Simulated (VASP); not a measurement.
# Ti2Os (I4_1/amd) in VASP: single point with PBE

Aim: the single point of Ti2Os with PBE.

Program: VASP 6.6.1. These are calculated values, not measurements. Logs are shortened: lines on timing, memory, paths and dates and some standing lists are left out, and cuts for length are marked.

## (1) The cell of the first run

The structure is tetragonal, space group I4_1/amd (No. 141). The conventional cell has a = 4.978 Å, b = 4.978 Å, c = 8.415 Å, α = 90.00°, β = 90.00°, γ = 90.00°. Ti (site symmetry 2mm) has 3 Os at 2.51 to 2.52 Å and 7 Ti at 2.80 to 3.39 Å within 3.4 Å. Within 3.3 Å of Os (site symmetry -4m2) lie 6 Ti at 2.51 to 2.52 Å and 4 Os at 3.26 Å.

## (2) Single point, PBE

Input file INCAR:

```
SYSTEM = Ti2Os
ALGO = Fast ; EDIFF = 1E-6
ENCUT = 520 ; GGA = PE
ISIF = 2 ; ISMEAR = 0
LASPH = .TRUE. ; LCHARG = .FALSE.
LREAL = .FALSE. ; LWAVE = .FALSE.
NBANDS = 41 ; NELM = 100
PREC = Accurate ; SIGMA = 0.1
```

Input file KPOINTS:

```
k-points
0
G
  10 10 10
  0 0 0
```

Input file POSCAR:

```
Ti2Os
1.0
   -2.4888872772      2.4888872772      4.2072968438
    2.4888872772     -2.4888872772      4.2072968438
    2.4888872772      2.4888872772     -4.2072968438
Ti Os
4 2
Direct
    0.2986785760      0.2986785760      0.0000000000
    0.0486785760      0.5486785760      0.5000000000
    0.4513214240      0.9513214240      0.5000000000
    0.7013214240      0.7013214240      0.0000000000
    0.0000000000      0.0000000000      0.0000000000
    0.7500000000      0.2500000000      0.5000000000
```

Potentials or basis: VASP PAW PBE potentials, release 64 (Ti_sv, Os).

On the command line:

```bash
> cat potpaw_PBE.64/Ti_sv/POTCAR potpaw_PBE.64/Os/POTCAR > POTCAR
> mpirun -np 1 vasp_std > vasp.out
```

OUTCAR:

```text
SYSTEM = Ti2Os
   EDIFF = 1E-6
   ENCUT = 520
   GGA = PE
   ISIF = 2
   ISMEAR = 0
   LASPH = .TRUE.
   LREAL = .FALSE.
   NELM = 100
   PREC = Accurate

 ion  position               nearest neighbor table
   1  0.299  0.299  0.000-   5 2.51   6 2.52   6 2.52   3 2.80   3 2.80
   2  0.049  0.549  0.500-   6 2.51   5 2.52   5 2.52   4 2.80   4 2.80
   3  0.451  0.951  0.500-   6 2.51   5 2.52   5 2.52   1 2.80   1 2.80
   4  0.701  0.701  0.000-   5 2.51   6 2.52   6 2.52   2 2.80   2 2.80
   5  0.000  0.000  0.000-   1 2.51   4 2.51   3 2.52   2 2.52   2 2.52   3 2.52   6 3.26   6 3.26
                             6 3.26   6 3.26
   6  0.750  0.250  0.500-   2 2.51   3 2.51   1 2.52   4 2.52   1 2.52   4 2.52   5 3.26   5 3.26
                             5 3.26   5 3.26

  LATTYP: Found a body centered tetragonal cell.
 ALAT       =     4.9777745544
 C/A-ratio  =     1.6904328622

  Lattice vectors:

 A1 = (  -2.4888872772,   2.4888872772,   4.2072968438)
 A2 = (   2.4888872772,  -2.4888872772,   4.2072968438)
 A3 = (   2.4888872772,   2.4888872772,  -4.2072968438)

Analysis of symmetry for initial positions (statically):
=====================================================================
 Subroutine PRICEL returns:
 Original cell was already a primitive cell.

 Routine SETGRP: Setting up the symmetry group for a
 body centered tetragonal supercell.

 Subroutine GETGRP returns: Found 16 space group operations
 (whereof  8 operations were pure point group operations)
 out of a pool of 16 trial point group operations.

The static configuration has the point symmetry D_2d.
 The point group associated with its full space group is D_4h.

Analysis of symmetry for dynamics (positions and initial velocities):
=====================================================================
 Subroutine PRICEL returns:
 Original cell was already a primitive cell.

 Routine SETGRP: Setting up the symmetry group for a
 body centered tetragonal supercell.

 Subroutine GETGRP returns: Found 16 space group operations
 (whereof  8 operations were pure point group operations)
 out of a pool of 16 trial point group operations.

The dynamic configuration has the point symmetry D_2d.
 The point group associated with its full space group is D_4h.

 Subroutine INISYM returns: Found 16 space group operations
 (whereof  8 operations are pure point group operations),
 and found     1 'primitive' translations

----------------------------------------------------------------------------------------

                                     Primitive cell

  volume of cell :     104.2494

  direct lattice vectors                    reciprocal lattice vectors
    -2.488887277  2.488887277  4.207296844     0.000000000  0.200892987  0.118841151
     2.488887277 -2.488887277  4.207296844     0.200892987  0.000000000  0.118841151
     2.488887277  2.488887277 -4.207296844     0.200892987  0.200892987  0.000000000

  length of vectors
     5.485477781  5.485477781  5.485477781     0.233412107  0.233412107  0.284105587

  position of ions in fractional coordinates (direct lattice)
     0.298678576  0.298678576  0.000000000
     0.048678576  0.548678576  0.500000000
     0.451321424  0.951321424  0.500000000
     0.701321424  0.701321424  0.000000000
     0.000000000  0.000000000  0.000000000
     0.750000000  0.250000000  0.500000000

  ion indices of the primitive-cell ions
   primitive index   ion index
                 1           1
                 2           2
                 3           3
                 4           4
                 5           5
                 6           6

----------------------------------------------------------------------------------------

 KPOINTS: k-points

Automatic generation of k-mesh.
 Grid dimensions read from file:
 generate k-points for:   10   10   10

 Generating k-lattice:

  Cartesian coordinates                     Fractional coordinates (reciprocal lattice)
     0.000000000  0.020089299  0.011884115     0.100000000  0.000000000  0.000000000
     0.020089299  0.000000000  0.011884115     0.000000000  0.100000000  0.000000000
     0.020089299  0.020089299  0.000000000     0.000000000  0.000000000  0.100000000

  Length of vectors
     0.023341211  0.023341211  0.028410559

  Shift w.r.t. Gamma in fractional coordinates (k-lattice)
     0.000000000  0.000000000  0.000000000

 Subroutine IBZKPT returns following result:
 ===========================================

 Found    102 irreducible k-points:

 Following reciprocal coordinates:
            Coordinates               Weight
  0.000000  0.000000  0.000000      1.000000
  0.100000  0.000000 -0.000000      8.000000
  0.200000  0.000000 -0.000000      8.000000
  0.300000  0.000000  0.000000      8.000000
  0.400000  0.000000 -0.000000      8.000000
  0.500000 -0.000000  0.000000      4.000000
[... 16 lines left out ...]
  0.300000  0.300000  0.000000      8.000000
  0.400000  0.300000  0.000000     16.000000
 [... further k-points ...]
   k-points           NKPTS =    102   k-points in BZ     NKDIM =    102   number of bands    NBANDS=     41
   number of dos      NEDOS =    301   number of ions     NIONS =      6
   total plane-waves  NPLWV =  74088
   dimension x,y,z NGX =    42 NGY =   42 NGZ =   42
   dimension x,y,z NGXF=    84 NGYF=   84 NGZF=   84
   ions per type =               4   2
   NGX,Y,Z   is equivalent  to a cutoff of  12.73, 12.73, 12.73 a.u.
   NGXF,Y,Z  is equivalent  to a cutoff of  25.46, 25.46, 25.46 a.u.
 SYSTEM =  Ti2Os
   PREC   = accura    normal or accurate (medium, high low for compatibility)
   ISTART =      0    job   : 0-new  1-cont  2-samecut
   ICHARG =      2    charge: 1-file 2-atom 10-const
   ISPIN  =      1    spin polarized calculation?
   LNONCOLLINEAR =      F non collinear calculations
   LSORBIT =      F    spin-orbit coupling
   LASPH  =      T    aspherical Exc in radial PAW
   ENCUT  =  520.0 eV  38.22 Ry    6.18 a.u.  10.20 10.20 10.20*2*pi/ulx,y,z
   NELM   =    100;   NELMIN=  2; NELMDL= -5     # of ELM steps
   EDIFF  = 0.1E-05   stopping-criterion for ELM
   LREAL  =      F    real-space projection
   EDIFFG = 0.1E-04   stopping-criterion for IOM
   NSW    =      0    number of steps for IOM
   IBRION =     -1    ionic relax: 0-MD 1-quasi-New 2-CG
   NFREE  =      0    steps in history (QN), initial steepest desc. (CG)
   ISIF   =      2    stress and relaxation
   ISYM   =      2    0-nonsym 1-usesym 2-fastsym
   POTIM  = 0.5000    time-step for ionic-motion
   TEBEG  =    0.0;   TEEND  =   0.0 temperature during run
   PSTRESS=    0.0 pullay stress
   NELECT =      64.0000    total number of electrons
   NUPDOWN=      -1.0000    fix difference up-down
   EMIN   =  10.00;   EMAX   =-10.00  energy-range for DOS
   EFERMI =   0.00;   METHOD = LEGACY
   ISMEAR =     0;   SIGMA  =   0.10  broadening in eV -4-tet -1-fermi 0-gaus
   EFERMI_NEDOS =   21; number of points for ismear=-14 and -15
   IALGO  =     68    algorithm
   IMIX   =      4    mixing-type and parameters
     AMIX     =   0.40;   BMIX     =  1.00
     AMIX_MAG =   1.60;   BMIX_MAG =  1.00
  volume/ion in A,a.u.               =      17.37       117.25
  Fermi-wavevector in a.u.,A,eV,Ry     =   1.391373  2.629314 26.339781  1.935919
  Thomas-Fermi vector in A             =   2.515218
   LORBIT       =      0    0 simple, 1 ext, 2 COOP (PROOUT), +10 PAW based schemes
   GGA     = PE    functional components
   LHFCALC =     F    Hartree Fock is set to
   AEXX    =    0.0000 exact exchange contribution
   IVDW    =     0    specifies the selected vdW correction
   LEPSILON=     F    determine dielectric tensor
   LRPA    =     F    only Hartree local field effects (RPA)
 non-spin polarized calculation
 RMM-DIIS sequential band-by-band and
 Gauss-broadening in eV      SIGMA  =   0.10
  energy-cutoff  :      520.00
  volume of cell :      104.25
 maximum number of plane-waves:      2834
 NGX is ok and might be reduce to    42
   NGX = 21   NGY = 21   NGZ = 21

 number of electron      64.0000005 magnetization

 Free energy of the ion-electron system (eV)
  ---------------------------------------------------
  ext. energy  EPLUGINS =         0.00000000
  ---------------------------------------------------
  free energy    TOTEN  =       -52.84952678 eV

  energy without entropy =      -52.81190412  energy(sigma->0) =      -52.83071545

 E-fermi :   7.6460     XC(G=0): -11.8148

 val. band max:        7.6442066544   @ k =  -0.3000   0.4000   0.2000
 cond. band min:       7.6499765859   @ k =   0.5000   0.5000   0.2000
 fundamental gap:      0.0057699315
 Fermi energy:         7.6460458623

 k-point     1 :       0.0000    0.0000    0.0000
  band No.  band energies     occupation
      1     -49.2743      2.00000
      2     -49.2461      2.00000
      3     -49.2023      2.00000
      4     -49.1926      2.00000
      5     -25.6778      2.00000
      6     -25.6778      2.00000
[... 33 lines left out ...]
     40       9.9276      0.00000
     41      10.1370      0.00000

 k-point     2 :       0.1000    0.0000   -0.0000
  band No.  band energies     occupation
      1     -49.2728      2.00000
      2     -49.2458      2.00000
      3     -49.2030      2.00000
      4     -49.1933      2.00000
      5     -25.6785      2.00000
      6     -25.6784      2.00000
[... 33 lines left out ...]
     40       9.9126      0.00000
     41      10.1294      0.00000

 k-point     3 :       0.2000    0.0000   -0.0000
  band No.  band energies     occupation
      1     -49.2687      2.00000
      2     -49.2446      2.00000
      3     -49.2057      2.00000
      4     -49.1946      2.00000
      5     -25.6799      2.00000
      6     -25.6769      2.00000
[... 33 lines left out ...]
     40       9.7295      0.00000
     41       9.9634      0.00000

 k-point     4 :       0.3000    0.0000    0.0000
  band No.  band energies     occupation
      1     -49.2635      2.00000
      2     -49.2419      2.00000
      3     -49.2115      2.00000
      4     -49.1953      2.00000
      5     -25.6816      2.00000
      6     -25.6681      2.00000
[... 825 lines left out ...]
     40       9.7797      0.00000
     41       9.8219      0.00000

 k-point    23 :       0.3000    0.3000    0.0000
  band No.  band energies     occupation
      1     -49.2489      2.00000
      2     -49.2411      2.00000
      3     -49.2121      2.00000
      4     -49.2069      2.00000
      5     -25.6893      2.00000
      6     -25.6469      2.00000
[... 33 lines left out ...]
     40       9.5984      0.00000
     41       9.8742      0.00000

 k-point    24 :       0.4000    0.3000    0.0000
  band No.  band energies     occupation
      1     -49.2450      2.00000
      2     -49.2359      2.00000
      3     -49.2183      2.00000
      4     -49.2085      2.00000
      5     -25.6867      2.00000
      6     -25.6510      2.00000
[... 33 lines left out ...]
     40       9.5381      0.00000
     41       9.6317      0.00000

 [... further k-points ...]

------------------------ aborting loop because EDIFF is reached ----------------------------------------

  FORCE on cell =-STRESS in cart. coord.  units (eV):
  Direction    XX          YY          ZZ          XY          YZ          ZX
  --------------------------------------------------------------------------------------
  -------------------------------------------------------------------------------------
  Total        0.0675955      0.0675955      0.1252431      0.0000000     -0.0000000      0.0000000
  in kB        1.0388539      1.0388539      1.9248235      0.0000000     -0.0000000      0.0000000
  external PRESSURE =       1.3341771 kB  Pullay stress =       0.0000000 kB

 VOLUME and BASIS-vectors are now :
 -----------------------------------------------------------------------------
  energy-cutoff  :      520.00
  volume of cell :      104.25
      direct lattice vectors                 reciprocal lattice vectors
    -2.488887277  2.488887277  4.207296844     0.000000000  0.200892987  0.118841151
     2.488887277 -2.488887277  4.207296844     0.200892987  0.000000000  0.118841151
     2.488887277  2.488887277 -4.207296844     0.200892987  0.200892987  0.000000000

 POSITION                                       TOTAL-FORCE (eV/Angst)
 -----------------------------------------------------------------------------------
      0.00000      0.00000      2.51326        -0.000000     -0.000000      0.021866
      2.48889      0.00000      0.40961        -0.000000     -0.000000      0.021866
      2.48889      0.00000      3.79769         0.000000      0.000000     -0.021866
      0.00000      0.00000      5.90133         0.000000      0.000000     -0.021866
      0.00000      0.00000      0.00000         0.000000      0.000000      0.000000
      0.00000      2.48889      2.10365         0.000000      0.000000      0.000000
 -----------------------------------------------------------------------------------
    total drift:                               -0.000000      0.000000      0.000000

  FREE ENERGIE OF THE ION-ELECTRON SYSTEM (eV)
  ---------------------------------------------------
  free  energy   TOTEN  =       -52.8495267816 eV

  energy  without entropy=      -52.8119041160  energy(sigma->0) =      -52.83071545
```

Wall time 47 min (1 thread of Oxide Virtual Turin-like, shared host); peak memory 0.47 GiB.

Results:

```yaml
Free_energy: -52.8495 eV
Pressure: 0.1 GPa
Largest_force: 0.022 eV/Å
Band_gap_on_the_k_mesh: zero (bands 32 and 33 overlap by 0.31 eV)
```

Forces on the atoms (eV/Å):
```
Ti   0.000  0.000  0.022
Ti   0.000  0.000  0.022
Ti   0.000  0.000 -0.022
Ti   0.000  0.000 -0.022
Os   0.000  0.000  0.000
Os   0.000  0.000  0.000
```

Levels at points of the mesh, in eV from the Fermi level:
```tsv
k point	band 28	band 29	band 30	band 31	band 32	band 33	band 34	band 35	band 36	band 37
(0.00, 0.00, 0.00)	-1.55	-1.25	-1.07	-0.21	0.22	0.22	1.10	1.44	1.44	1.46
(0.50, 0.00, 0.00)	-1.23	-1.10	-0.88	-0.08	-0.08	-0.06	0.20	0.89	1.02	1.43
(0.50, 0.50, 0.00)	-1.20	-0.77	-0.77	-0.65	-0.65	0.54	0.54	0.70	0.70	1.50
(0.50, 0.50, 0.50)	-1.49	-1.04	-1.04	-0.07	-0.07	0.87	0.87	1.00	1.00	1.38
```

Caveat: spin-orbit coupling is left out, which moves the levels of the heavy elements.
